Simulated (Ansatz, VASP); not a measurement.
# One calculation of HPbNO4, two programs

```
H Pb N O
1.0
     4.19923    0.11117    0.16817
     1.91600    3.89132    0.12568
     1.76085    1.25259    6.37266
H Pb N O
1 1 1 4
Direct
  0.89145 0.68202 0.62796
  0.14426 0.92872 0.88352
  0.25670 0.28861 0.30171
  0.83108 0.65056 0.78405
  0.38694 0.22380 0.11295
  0.31104 0.03576 0.45856
  0.07726 0.60633 0.32275
```

Alike in both runs: functional LDA; k mesh 5 × 5 × 4; occupations fermi-dirac, width 0.05 eV; no spin polarisation.

|  | VASP | Ansatz |
| --- | --- | --- |
| version | VASP 6.6.1 | Ansatz 0.2.0 |
| potentials or method | VASP PAW LDA potentials, release 64 (H, Pb_d, N, O), cutoff 520 eV | all-electron LAPW, scalar-relativistic |
| task | single point | band structure |

```csv
,VASP,Ansatz,Ansatz less VASP
gap on the k mesh at the Fermi level (eV),2.75,2.80,+0.045
least direct gap on the mesh (eV),2.76,2.80,+0.046
pressure (GPa),-5.0,-5.9,-0.92
"traceless stress, the component that is largest in VASP (GPa)",0.68,1.75,+1.067
rms of the force components (eV/Å),0.203,0.314,+0.1118
```

LDA's correlation is that of Perdew and Zunger in VASP and of Perdew and Wang (1992) in Ansatz. Atom by atom the forces differ by 0.198 eV/Å (rms over components). One of these differences is far larger than is usual between the two programs; its cause wasn't traced. Ansatz ran all-electron here, and VASP with PAW potentials.

Spin-orbit coupling is off throughout. Noted on VASP's run: the standard files for N, O and F lose accuracy on very short bonds.
